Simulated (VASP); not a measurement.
A run of VASP 6.6.1 is set up as follows.

File INCAR:

```
SYSTEM = BaH4
PREC     = Accurate       ! precision mode
ENCUT    = 520            ! plane-wave cutoff, eV
EDIFF    = 1E-6           ! SCF threshold, eV
ISMEAR   = 0              ! smearing method
SIGMA    = 0.1            ! smearing width, eV
LREAL    = .FALSE.        ! projectors in reciprocal space
LASPH    = .TRUE.         ! aspherical terms in the spheres
NELM     = 100            ! most SCF steps
ALGO     = Normal         ! electronic algorithm
ISIF     = 2              ! what is computed and relaxed
LWAVE    = .FALSE.        ! write WAVECAR
LCHARG   = .FALSE.        ! write CHGCAR
GGA      = PE             ! functional
NBANDS   = 15             ! bands
```

KPOINTS

```
regular mesh
0
G
  6 6 6
  0 0 0
```

Contents of POSCAR:

```
BaH4
1.0
   -2.1750550761      2.1750550761      3.3849518814
    2.1750550761     -2.1750550761      3.3849518814
    2.1750550761      2.1750550761     -3.3849518814
Ba H
1 4
Direct
    0.0000000000      0.0000000000      0.0000000000
    0.2500000000      0.7500000000      0.5000000000
    0.7500000000      0.2500000000      0.5000000000
    0.4434021304      0.4434021304      0.0000000000
    0.5565978696      0.5565978696      0.0000000000
```

Potentials or basis: VASP PAW PBE potentials, release 64 (Ba_sv, H).

Run with:

```sh
$ cat potpaw_PBE.64/Ba_sv/POTCAR potpaw_PBE.64/H/POTCAR > POTCAR
$ mpirun -np 1 vasp_std > vasp.out
```

(1) Estimate the band gap on the k mesh.

(2) What does it give for the largest force?

(3) What does it give for the pressure?

Results:

(1) 2.20 eV, indirect (least direct gap 2.73 eV).

(2) 0.042 eV/Å.

(3) 0.4 GPa.

Caveat: spin-orbit coupling is left out, which moves the levels of the heavy elements.
